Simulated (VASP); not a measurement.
ZrC, 2 atoms in the cell. The structure is cubic, space group Fm-3m (No. 225). Conventional cell: a = 4.708 Å, b = 4.708 Å, c = 4.708 Å, α = 90.00°, β = 90.00°, γ = 90.00°. Zr (site symmetry m-3m) has 6 C at 2.35 Å within 3.1 Å. C (site symmetry m-3m) has 6 Zr at 2.35 Å within 3.1 Å.  This cell differs from its parent crystal: strained.

| Property | Result |
| --- | --- |
| Program | VASP 6.6.1 |
| Task | single point |
| Functional | PBE |
| Potentials or basis | VASP PAW PBE potentials, release 64 (Zr_sv, C) |
| Cutoff | 520 eV |
| k mesh | 16 × 16 × 16 |
| Occupations | gaussian, width 0.1 eV |
| Spin | no spin polarisation |
| Dipole correction | no |
| Further INCAR settings | ALGO = Normal; EDIFF = 1e-07; NBANDS = 15 |

Potentials or basis: VASP PAW PBE potentials, release 64 (Zr_sv, C).

Command:

```console
$ cat potpaw_PBE.64/Zr_sv/POTCAR potpaw_PBE.64/C/POTCAR > POTCAR
$ mpirun -np 1 vasp_std > vasp.out
```

Hardware: 1 thread of Intel Xeon 6975P-C, on a shared host.

**Question.** Estimate the wall time of this run.

**Answer.** It took 49 s on 1 thread of Intel Xeon 6975P-C, with other jobs on the host, peak memory 0.2 GiB. Counts: scf iterations 14, k points 145.
